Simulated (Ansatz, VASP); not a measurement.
# One calculation of SiO2, two programs

Contents of POSCAR:

```
SiO2
1.0
    4.0177812467      0.0000000000      0.0000000000
    0.0000000000      4.0177812467      0.0000000000
    0.0000000000      0.0000000000      2.7314444781
Si O
2 4
Direct
    0.0000000000      0.0000000000      0.0000000000
    0.5000000000      0.5000000000      0.5000000000
    0.3032115797      0.3032115797      0.0000000000
    0.1967884203      0.8032115797      0.5000000000
    0.8032115797      0.1967884203      0.5000000000
    0.6967884203      0.6967884203      0.0000000000
```

File INCAR.step1:

```
SYSTEM = SiO2
  ALGO = Normal
  EDIFF = 1E-4
  ENCUT = 520
  GGA = PE
  ISMEAR = 0
  LASPH = .TRUE.
  LCHARG = .FALSE.
  LREAL = .FALSE.
  LWAVE = .TRUE.
  NBANDS = 25
  NELM = 80
  PREC = Accurate
  SIGMA = 0.01
```

The input INCAR.step2:

```
SYSTEM = SiO2
  ALGO = Normal
  EDIFF = 1E-6
  ENCUT = 520
  ISIF = 2
  ISMEAR = 0
  ISTART = 1
  LASPH = .TRUE.
  LCHARG = .TRUE.
  LELF = .TRUE.
  LMIXTAU = .TRUE.
  LREAL = .FALSE.
  LVHAR = .TRUE.
  LWAVE = .FALSE.
  METAGGA = R2SCAN
  NBANDS = 25
  NELM = 80
  PREC = Accurate
  SIGMA = 0.01
```

Contents of KPOINTS:

```
k-points
0
G
  6 6 10
  0 0 0
```

Input for Ansatz:

```yaml
crystal:
  lattice:
    - [4.0177812467, 0.0, 0.0]
    - [0.0, 4.0177812467, 0.0]
    - [0.0, 0.0, 2.7314444781]
  atoms:
    - { symbol: Si, position: [0.0, 0.0, 0.0] }
    - { symbol: Si, position: [0.5, 0.5, 0.5] }
    - { symbol: O, position: [0.3032115797, 0.3032115797, 0.0] }
    - { symbol: O, position: [0.1967884203, 0.8032115797, 0.5] }
    - { symbol: O, position: [0.8032115797, 0.1967884203, 0.5] }
    - { symbol: O, position: [0.6967884203, 0.6967884203, 0.0] }
kpoints:
  mp_grid: { grid: [6, 6, 10] }
  band_path:
    path:
      - [0.0, 0.0, 0.0]
      - [0.0, 0.5, 0.0]
      - [0.5, 0.5, 0.0]
      - [0.0, 0.0, 0.5]
      - [0.0, 0.5, 0.5]
      - [0.5, 0.5, 0.5]
    npoints: 1
hamiltonian:
  xc: r2scan
scf:
  occupations: { method: fixed }
  n_extra_bands: 5
output:
  forces: true
  stress: true
  eigenvalues: true
```

Change from the starting cell: epitaxial_xy strain -4.0%.

Alike in both runs: task single point; functional r2SCAN; k mesh 6 × 6 × 10; no spin polarisation.

```csv
,VASP,Ansatz
version,VASP 6.6.1,Ansatz 0.2.0
potentials or method,"VASP PAW PBE potentials, release 64 (Si, O)","plane waves, PAW"
plane-wave cutoff (eV),520,500
occupations,"gaussian, width 0.01 eV",fixed
valence electrons in the cell,32,32
```

```tsv
	VASP	Ansatz	Ansatz less VASP
gap on the k mesh at the Fermi level (eV)	7.01	7.05	+0.037
pressure (GPa)	19.3	18.9	-0.48
traceless stress, the component that is largest in VASP (GPa)	-18.53	-18.85	-0.324
```

VASP's potentials were made for PBE, not for r2SCAN.
